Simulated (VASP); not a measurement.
# SrBe (Pm-3m) in VASP: further runs

Runs on SrBe. Level: LDA. Tasks: single point, relaxation of cell and atoms.

Program: VASP 6.6.1. These are calculated values, not measurements. Logs are shortened: lines on timing, memory, paths and dates and some standing lists are left out, and cuts for length are marked.

### 1 The cell of the first run

Symmetry: Pm-3m, No. 221, cubic system. The conventional cell has a = 3.647 Å, b = 3.647 Å, c = 3.647 Å, α = 90.00°, β = 90.00°, γ = 90.00°. Within 4.2 Å of Sr (site symmetry m-3m) lie 8 Be at 3.16 Å and 6 Sr at 3.65 Å. Be (site symmetry m-3m) has 8 Sr at 3.16 Å and 6 Be at 3.65 Å within 4.2 Å.

### 2 Single point, LDA

File INCAR:

```
SYSTEM = SrBe
ALGO     = Normal         ! electronic algorithm
EDIFF    = 1E-6           ! SCF threshold, eV
ENCUT    = 520            ! plane-wave cutoff, eV
GGA      = CA             ! functional
ISIF     = 2              ! what is computed and relaxed
ISMEAR   = 1              ! smearing method
LASPH    = .True.         ! aspherical terms in the spheres
LCHARG   = .True.         ! write CHGCAR
LELF     = .True.         ! ELF
LREAL    = .False.        ! projectors in reciprocal space
LVHAR    = .True.       
LWAVE    = .False.        ! write WAVECAR
NBANDS   = 13             ! bands
NELM     = 60             ! most SCF steps
PREC     = Accurate       ! precision mode
SIGMA    = 0.05           ! smearing width, eV
```

File KPOINTS:

```
k-points
0
Gamma
  6 6 6
  0 0 0
```

File POSCAR:

```
SrBe
1.0
    3.6466645738      0.0000000000      0.0000000000
    0.0000000000      3.6466645738      0.0000000000
    0.0000000000      0.0000000000      3.6466645738
Sr Be
1 1
Direct
    0.0000000000      0.0000000000      0.0000000000
    0.5000000000      0.5000000000      0.5000000000
```

Potentials or basis: VASP PAW LDA potentials, release 64 (Sr_sv, Be).

On the command line:

```
$ cat potpaw_LDA.64/Sr_sv/POTCAR potpaw_LDA.64/Be/POTCAR > POTCAR
$ mpirun -np 1 vasp_std > vasp.out
```

OUTCAR:

```text
SYSTEM = SrBe
   EDIFF = 1E-6
   ENCUT = 520
   GGA = CA
   ISIF = 2
   ISMEAR = 1
   LASPH = .True.
   LREAL = .False.
   NELM = 60
   PREC = Accurate

 ion  position               nearest neighbor table
   1  0.000  0.000  0.000-   2 3.16   2 3.16   2 3.16   2 3.16   2 3.16   2 3.16   2 3.16   2 3.16

   2  0.500  0.500  0.500-   1 3.16   1 3.16   1 3.16   1 3.16   1 3.16   1 3.16   1 3.16   1 3.16

  LATTYP: Found a simple cubic cell.
 ALAT       =     3.6466645738

  Lattice vectors:

 A1 = (   3.6466645738,   0.0000000000,   0.0000000000)
 A2 = (   0.0000000000,   3.6466645738,   0.0000000000)
 A3 = (   0.0000000000,   0.0000000000,   3.6466645738)

Analysis of symmetry for initial positions (statically):
=====================================================================
 Subroutine PRICEL returns:
 Original cell was already a primitive cell.

 Routine SETGRP: Setting up the symmetry group for a
 simple cubic supercell.

 Subroutine GETGRP returns: Found 48 space group operations
 (whereof 48 operations were pure point group operations)
 out of a pool of 48 trial point group operations.

The static configuration has the point symmetry O_h .

Analysis of symmetry for dynamics (positions and initial velocities):
=====================================================================
 Subroutine PRICEL returns:
 Original cell was already a primitive cell.

 Routine SETGRP: Setting up the symmetry group for a
 simple cubic supercell.

 Subroutine GETGRP returns: Found 48 space group operations
 (whereof 48 operations were pure point group operations)
 out of a pool of 48 trial point group operations.

The dynamic configuration has the point symmetry O_h .

 Subroutine INISYM returns: Found 48 space group operations
 (whereof 48 operations are pure point group operations),
 and found     1 'primitive' translations

----------------------------------------------------------------------------------------

                                     Primitive cell

  volume of cell :      48.4939

  direct lattice vectors                    reciprocal lattice vectors
     3.646664574  0.000000000  0.000000000     0.274223192  0.000000000  0.000000000
     0.000000000  3.646664574  0.000000000     0.000000000  0.274223192  0.000000000
     0.000000000  0.000000000  3.646664574     0.000000000  0.000000000  0.274223192

  length of vectors
     3.646664574  3.646664574  3.646664574     0.274223192  0.274223192  0.274223192

  position of ions in fractional coordinates (direct lattice)
     0.000000000  0.000000000  0.000000000
     0.500000000  0.500000000  0.500000000

  ion indices of the primitive-cell ions
   primitive index   ion index
                 1           1
                 2           2

----------------------------------------------------------------------------------------

 KPOINTS: k-points

Automatic generation of k-mesh.
 Grid dimensions read from file:
 generate k-points for:    6    6    6

 Generating k-lattice:

  Cartesian coordinates                     Fractional coordinates (reciprocal lattice)
     0.045703865  0.000000000  0.000000000     0.166666667  0.000000000  0.000000000
     0.000000000  0.045703865  0.000000000     0.000000000  0.166666667  0.000000000
     0.000000000  0.000000000  0.045703865     0.000000000  0.000000000  0.166666667

  Length of vectors
     0.045703865  0.045703865  0.045703865

  Shift w.r.t. Gamma in fractional coordinates (k-lattice)
     0.000000000  0.000000000  0.000000000

 Subroutine IBZKPT returns following result:
 ===========================================

 Found     20 irreducible k-points:

 Following reciprocal coordinates:
            Coordinates               Weight
  0.000000  0.000000  0.000000      1.000000
  0.166667  0.000000  0.000000      6.000000
  0.333333  0.000000  0.000000      6.000000
  0.500000  0.000000  0.000000      3.000000
  0.166667  0.166667  0.000000     12.000000
  0.333333  0.166667  0.000000     24.000000
[... 12 lines left out ...]
  0.500000  0.500000  0.333333      6.000000
  0.500000  0.500000  0.500000      1.000000
   k-points           NKPTS =     20   k-points in BZ     NKDIM =     20   number of bands    NBANDS=     13
   number of dos      NEDOS =    301   number of ions     NIONS =      2
   total plane-waves  NPLWV =  21952
   dimension x,y,z NGX =    28 NGY =   28 NGZ =   28
   dimension x,y,z NGXF=    56 NGYF=   56 NGZF=   56
   ions per type =               1   1
   NGX,Y,Z   is equivalent  to a cutoff of  12.76, 12.76, 12.76 a.u.
   NGXF,Y,Z  is equivalent  to a cutoff of  25.53, 25.53, 25.53 a.u.
 SYSTEM =  SrBe
   PREC   = accura    normal or accurate (medium, high low for compatibility)
   ISTART =      0    job   : 0-new  1-cont  2-samecut
   ICHARG =      2    charge: 1-file 2-atom 10-const
   ISPIN  =      1    spin polarized calculation?
   LNONCOLLINEAR =      F non collinear calculations
   LSORBIT =      F    spin-orbit coupling
[... 26 lines left out ...]
  Thomas-Fermi vector in A             =   2.161757
   LORBIT       =      0    0 simple, 1 ext, 2 COOP (PROOUT), +10 PAW based schemes
   GGA     = CA    functional components
   LHFCALC =     F    Hartree Fock is set to
   AEXX    =    0.0000 exact exchange contribution
   IVDW    =     0    specifies the selected vdW correction
   LEPSILON=     F    determine dielectric tensor
   LRPA    =     F    only Hartree local field effects (RPA)
 non-spin polarized calculation
 Methfessel and Paxton  Order N= 1 SIGMA  =   0.05
  energy-cutoff  :      520.00
  volume of cell :       48.49
 maximum number of plane-waves:      1328
 NGX is ok and might be reduce to    28
   NGX = 13   NGY = 13   NGZ = 13

 number of electron      12.0000000 magnetization

 Free energy of the ion-electron system (eV)
  ---------------------------------------------------
  ext. energy  EPLUGINS =         0.00000000
  ---------------------------------------------------
  free energy    TOTEN  =        -5.02921092 eV

  energy without entropy =       -5.02866928  energy(sigma->0) =       -5.02903037

 E-fermi :   2.3934     XC(G=0):  -9.1031

 val. band max:        2.3779979581   @ k =   0.5000   0.5000   0.1667
 cond. band min:       2.6467078038   @ k =   0.5000   0.3333   0.1667
 fundamental gap:      0.2687098457
 Fermi energy:         2.3934105517

 k-point     1 :       0.0000    0.0000    0.0000
  band No.  band energies     occupation
      1     -32.3364      2.00000
      2     -14.2835      2.00000
      3     -14.2835      2.00000
      4     -14.2835      2.00000
      5      -2.7120      2.00000
      6       3.7785      0.00000
      7       3.7785      0.00000
      8       6.1861      0.00000
      9       6.1861      0.00000
     10       6.1861      0.00000
     11       9.0058      0.00000
     12       9.0058      0.00000
     13       9.0058      0.00000

 k-point     2 :       0.1667    0.0000    0.0000
  band No.  band energies     occupation
      1     -32.3265      2.00000
      2     -14.4268      2.00000
      3     -14.2701      2.00000
      4     -14.2701      2.00000
      5      -2.3290      2.00000
      6       3.2663     -0.00000
      7       3.9732      0.00000
      8       5.7157      0.00000
      9       5.7157      0.00000
     10       6.5106      0.00000
     11       9.1003      0.00000
     12       9.5114      0.00000
     13       9.5114      0.00000

 k-point     3 :       0.3333    0.0000    0.0000
  band No.  band energies     occupation
      1     -32.3065      2.00000
      2     -14.6986      2.00000
      3     -14.2430      2.00000
      4     -14.2430      2.00000
      5      -1.3135      2.00000
      6       1.7792      2.00000
      7       4.4439      0.00000
      8       5.0053      0.00000
      9       5.0053      0.00000
     10       8.1981      0.00000
     11       9.3033      0.00000
     12      10.5847      0.00000
     13      10.5847      0.00000
[... 241 lines left out ...]
 k-point    19 :       0.5000    0.5000    0.3333
  band No.  band energies     occupation
      1     -32.2301      2.00000
      2     -14.6727      2.00000
      3     -14.6727      2.00000
      4     -14.5384      2.00000
      5       0.7548      2.00000
      6       1.6735      2.00000
      7       1.6735      2.00000
      8       4.0984      0.00000
      9       6.7765      0.00000
     10       8.2919      0.00000
     11       8.2919      0.00000
     12      10.9076      0.00000
     13      11.7763      0.00000

 k-point    20 :       0.5000    0.5000    0.5000
  band No.  band energies     occupation
      1     -32.2208      2.00000
      2     -14.6513      2.00000
      3     -14.6513      2.00000
      4     -14.6513      2.00000
      5       1.3753      2.00000
      6       1.3753      2.00000
      7       1.3753      2.00000
      8       3.0414     -0.00000
      9       8.7700      0.00000
     10       8.7700      0.00000
     11       8.7700      0.00000
     12      10.9555      0.00000
     13      10.9555      0.00000

------------------------ aborting loop because EDIFF is reached ----------------------------------------

  FORCE on cell =-STRESS in cart. coord.  units (eV):
  Direction    XX          YY          ZZ          XY          YZ          ZX
  --------------------------------------------------------------------------------------
  -------------------------------------------------------------------------------------
  Total        0.0403509      0.0403509      0.0403509     -0.0000000      0.0000000      0.0000000
  in kB        1.3331420      1.3331420      1.3331420     -0.0000000      0.0000000      0.0000000
  external PRESSURE =       1.3331420 kB  Pullay stress =       0.0000000 kB

 VOLUME and BASIS-vectors are now :
 -----------------------------------------------------------------------------
  energy-cutoff  :      520.00
  volume of cell :       48.49
      direct lattice vectors                 reciprocal lattice vectors
     3.646664574  0.000000000  0.000000000     0.274223192  0.000000000  0.000000000
     0.000000000  3.646664574  0.000000000     0.000000000  0.274223192  0.000000000
     0.000000000  0.000000000  3.646664574     0.000000000  0.000000000  0.274223192

 POSITION                                       TOTAL-FORCE (eV/Angst)
 -----------------------------------------------------------------------------------
      0.00000      0.00000      0.00000         0.000000      0.000000      0.000000
      1.82333      1.82333      1.82333         0.000000      0.000000      0.000000
 -----------------------------------------------------------------------------------
    total drift:                               -0.000000     -0.000000     -0.000000

  FREE ENERGIE OF THE ION-ELECTRON SYSTEM (eV)
  ---------------------------------------------------
  free  energy   TOTEN  =        -5.0292109159 eV

  energy  without entropy=       -5.0286692807  energy(sigma->0) =       -5.02903037
```

Wall time 4.3 s (1 thread of Intel Xeon 6975P-C (Granite Rapids), shared host); peak memory 0.14 GiB.

Results:

```
Free energy            : -5.0292 eV
Pressure               : 0.1 GPa
Band gap on the k mesh : zero (band 6 reaches 3.78 eV, above the bottom of band 7 at 1.38 eV)
```

### 3 Single point, LDA

This run uses another cell than the first one, of 23.76 Å³/atom, 0.980 times its volume.

File INCAR:

```
SYSTEM = SrBe
ALGO = Normal
EDIFF = 1E-6
ENCUT = 520
ISIF = 2
ISMEAR = 1
LASPH = .True.
LCHARG = .False.
LREAL = .False.
LWAVE = .False.
NBANDS = 13
NELM = 100
PREC = Accurate
SIGMA = 0.05
```

KPOINTS is that of step 2.

File POSCAR:

```
SrBe
1.0
    3.6221895774      0.0000000000      0.0000000000
    0.0000000000      3.6221895774      0.0000000000
    0.0000000000      0.0000000000      3.6221895774
Sr Be
1 1
Direct
    0.0000000000      0.0000000000      0.0000000000
    0.5000000000      0.5000000000      0.5000000000
```

Potentials or basis: VASP PAW LDA potentials, release 64 (Sr_sv, Be).

On the command line:

```
$ cat potpaw_LDA.64/Sr_sv/POTCAR potpaw_LDA.64/Be/POTCAR > POTCAR
$ mpirun -np 1 vasp_std > vasp.out
```

It took 4 s on 1 thread of Intel Xeon 6975P-C (Granite Rapids), shared host; peak memory 0.14 GiB.

The run converged. Its results:

```
Free energy            : -5.0261 eV
Pressure               : 0.9 GPa
Band gap on the k mesh : zero (band 6 reaches 3.86 eV, above the bottom of band 7 at 1.43 eV)
```

Levels at points of the mesh, in eV from the Fermi level:
```csv
k point,band 3,band 4,band 5,band 6,band 7,band 8,band 9,band 10
"(0.00, 0.00, 0.00)",-16.63,-16.63,-5.14,1.37,1.37,3.85,3.85,3.85
"(0.50, 0.00, 0.00)",-16.57,-16.57,-2.30,-2.25,2.33,2.33,2.35,7.12
"(0.50, 0.50, 0.00)",-17.11,-16.52,-2.56,0.45,0.45,1.56,4.61,4.61
"(0.50, 0.50, 0.50)",-17.02,-17.02,-1.06,-1.06,-1.06,0.70,6.52,6.52
```

### 4 Single point, LDA

File INCAR:

```
  PREC = Accurate
  ENCUT = 520
  EDIFF = 1E-7
  ISMEAR = 1
  SIGMA = 0.05
  LREAL = False
  LASPH = True
  NELM = 60
  ALGO = Normal
  ISIF = 2
  LWAVE = False
  LCHARG = True
  LELF = True
  LVHAR = True
  NBANDS = 13
```

File KPOINTS:

```
Automatic mesh
0
Gamma
  6 6 6
```

File POSCAR:

```
SrBe
1.0
    3.6466645738      0.0000000000      0.0000000000
    0.0000000000      3.6466645738      0.0000000000
    0.0000000000      0.0000000000      3.6466645738
Sr Be
1 1
Direct
    0.0000000000      0.0000000000      0.0000000000
    0.5000000000      0.5000000000      0.5000000000
```

On the command line:

```
$ cat potpaw_LDA.64/Sr_sv/POTCAR potpaw_LDA.64/Be/POTCAR > POTCAR
$ mpirun -np 1 vasp_std > vasp.out
```

Run time: 4.6 s. Hardware: 1 thread of Intel Xeon 6975P-C (Granite Rapids), shared host; peak memory 0.14 GiB.

Results (log left out):

```
Free energy            : -5.0292 eV
Pressure               : 0.1 GPa
Band gap on the k mesh : zero (band 6 reaches 3.78 eV, above the bottom of band 7 at 1.38 eV)
```

Levels at points of the mesh, in eV from the Fermi level:
```tsv
k point	band 2	band 3	band 4	band 5	band 6	band 7	band 8	band 9	band 10	band 11
(0.00, 0.00, 0.00)	-16.68	-16.68	-16.68	-5.11	1.38	1.38	3.79	3.79	3.79	6.61
(0.50, 0.00, 0.00)	-17.22	-16.62	-16.62	-2.32	-2.23	2.32	2.32	2.35	7.02	7.66
(0.50, 0.50, 0.00)	-17.13	-17.13	-16.58	-2.52	0.43	0.43	1.54	4.57	4.57	4.89
(0.50, 0.50, 0.50)	-17.04	-17.04	-17.04	-1.02	-1.02	-1.02	0.65	6.38	6.38	6.38
```

### 5 Single point, LDA

This run uses another cell than the first one, of 24.73 Å³/atom, 1.020 times its volume.

File INCAR:

```
SYSTEM = SrBe
PREC     = Accurate       ! precision mode
ENCUT    = 520            ! plane-wave cutoff, eV
EDIFF    = 1E-6           ! SCF threshold, eV
ISMEAR   = 1              ! smearing method
SIGMA    = 0.05           ! smearing width, eV
LREAL    = .False.        ! projectors in reciprocal space
LASPH    = .True.         ! aspherical terms in the spheres
NELM     = 60             ! most SCF steps
ALGO     = Normal         ! electronic algorithm
ISIF     = 2              ! what is computed and relaxed
LWAVE    = .False.        ! write WAVECAR
LCHARG   = .False.        ! write CHGCAR
GGA      = CA             ! functional
NBANDS   = 13             ! bands
```

File KPOINTS:

```
Automatic mesh
0
Gamma
  6 6 6
  0 0 0
```

File POSCAR:

```
SrBe
1.0
    3.6708153741      0.0000000000      0.0000000000
    0.0000000000      3.6708153741      0.0000000000
    0.0000000000      0.0000000000      3.6708153741
Sr Be
1 1
Direct
    0.0000000000      0.0000000000      0.0000000000
    0.5000000000      0.5000000000      0.5000000000
```

On the command line:

```
$ cat potpaw_LDA.64/Sr_sv/POTCAR potpaw_LDA.64/Be/POTCAR > POTCAR
$ mpirun -np 1 vasp_std > vasp.out
```

Wall time 4.1 s (1 thread of Intel Xeon 6975P-C (Granite Rapids), shared host); peak memory 0.14 GiB.

It converged, with:

- Free energy: -5.0280 eV
- Pressure: -0.5 GPa
- Band gap on the k mesh: zero (band 6 reaches 3.70 eV, above the bottom of band 7 at 1.33 eV)

Levels at points of the mesh, in eV from the Fermi level:
```
           k point  band 3  band 4  band 5  band 6  band 7  band 8  band 9  band 10
(0.00, 0.00, 0.00)  -16.72  -16.72   -5.07    1.40    1.40    3.73    3.73     3.73
(0.50, 0.00, 0.00)  -16.67  -16.67   -2.34   -2.21    2.31    2.31    2.35     6.92
(0.50, 0.50, 0.00)  -17.15  -16.63   -2.49    0.40    0.40    1.52    4.53     4.53
(0.50, 0.50, 0.50)  -17.07  -17.07   -0.97   -0.97   -0.97    0.59    6.24     6.24
```

### 6 Relaxation of cell and atoms, LDA

This run uses another cell than the first one, of 23.92 Å³/atom, 0.986 times its volume.

File INCAR:

```
SYSTEM = SrBe
ALGO     = Normal         ! electronic algorithm
EDIFF    = 1E-6           ! SCF threshold, eV
EDIFFG   = -0.02          ! ionic threshold
ENCUT    = 600            ! plane-wave cutoff, eV
IBRION   = 2              ! ionic algorithm
ISIF     = 3              ! what is computed and relaxed
ISMEAR   = 1              ! smearing method
LASPH    = .TRUE.         ! aspherical terms in the spheres
LCHARG   = .FALSE.        ! write CHGCAR
LREAL    = .FALSE.        ! projectors in reciprocal space
LWAVE    = .FALSE.        ! write WAVECAR
NELM     = 80             ! most SCF steps
NSW      = 80             ! ionic steps
PREC     = Accurate       ! precision mode
SIGMA    = 0.05           ! smearing width, eV
```

File KPOINTS:

```
k-points
0
G
  6 6 6
  0 0 0
```

File POSCAR:

```
SrBe
1.0
    3.6300000000      0.0000000000      0.0000000000
    0.0000000000      3.6300000000      0.0000000000
    0.0000000000      0.0000000000      3.6300000000
Sr Be
1 1
Direct
    0.0000000000      0.0000000000      0.0000000000
    0.5000000000      0.5000000000      0.5000000000
```

Potentials or basis: VASP PAW LDA potentials, release 64 (Sr_sv, Be).

On the command line:

```
$ cat potpaw_LDA.64/Sr_sv/POTCAR potpaw_LDA.64/Be/POTCAR > POTCAR
$ mpirun -np 1 vasp_std > vasp.out
```

Run time: 9.4 s. Hardware: 1 thread of Intel Xeon 6975P-C (Granite Rapids), shared host; peak memory 0.16 GiB.

Results (log left out):

```yaml
Free_energy: -5.0292 eV
Relaxed_volume: 24.25 Å³/atom
Relaxed_cell: a = 3.647 Å, b = 3.647 Å, c = 3.647 Å, α = 90.00°, β = 90.00°, γ = 90.00°
Space_group_after_relaxing_to_0.05_Å: Pm-3m (No. 221)
Energy_gained_by_relaxing: 0.8 meV/atom
Ionic_steps: 2
Pressure_after_relaxing: 0.1 GPa
Band_gap_on_the_k_mesh: zero (band 6 reaches 3.78 eV, above the bottom of band 7 at 1.38 eV)
```

The path:
```
step  energy change (eV)  largest force (eV/Å)  pressure (GPa)  volume (Å³)
   1              0.0000                0.0000            0.64        47.83
   2             -0.0016                0.0000            0.13        48.50
```

Final structure:
```xyz
2
Lattice="3.6468 0.0000 0.0000 0.0000 3.6468 0.0000 0.0000 0.0000 3.6468" Properties=species:S:1:pos:R:3 pbc="T T T"
Sr    0.0000    0.0000    0.0000
Be    1.8234    1.8234    1.8234
```

Levels at points of the mesh, in eV from the Fermi level:
```tsv
k point	band 4	band 5	band 6	band 7	band 8	band 9
(0.00, 0.00, 0.00)	-16.68	-5.11	1.39	1.39	3.79	3.79
(0.50, 0.00, 0.00)	-16.62	-2.32	-2.23	2.32	2.32	2.35
(0.50, 0.50, 0.00)	-16.58	-2.52	0.43	0.43	1.54	4.57
(0.50, 0.50, 0.50)	-17.04	-1.02	-1.02	-1.02	0.65	6.38
```

### 7 The runs side by side

```csv
task,cell,cutoff (eV),gap on the mesh (eV),pressure (GPa)
single point,"a = 3.647 Å, 2 atoms",520,none,0.1
single point,"a = 3.622 Å, 2 atoms",520,none,0.9
single point,"a = 3.671 Å, 2 atoms",520,none,-0.5
relaxation of cell and atoms,"relaxed from a = 3.630 Å, 2 atoms",600,none,0.1
```

Alike in all rows: level LDA; potentials or basis VASP PAW LDA potentials, release 64 (Sr_sv, Be); no spin polarisation; k mesh 6 × 6 × 6; smearing methfessel-paxton 0.05 eV.

Absolute energies hang on the potentials; compare differences alone.
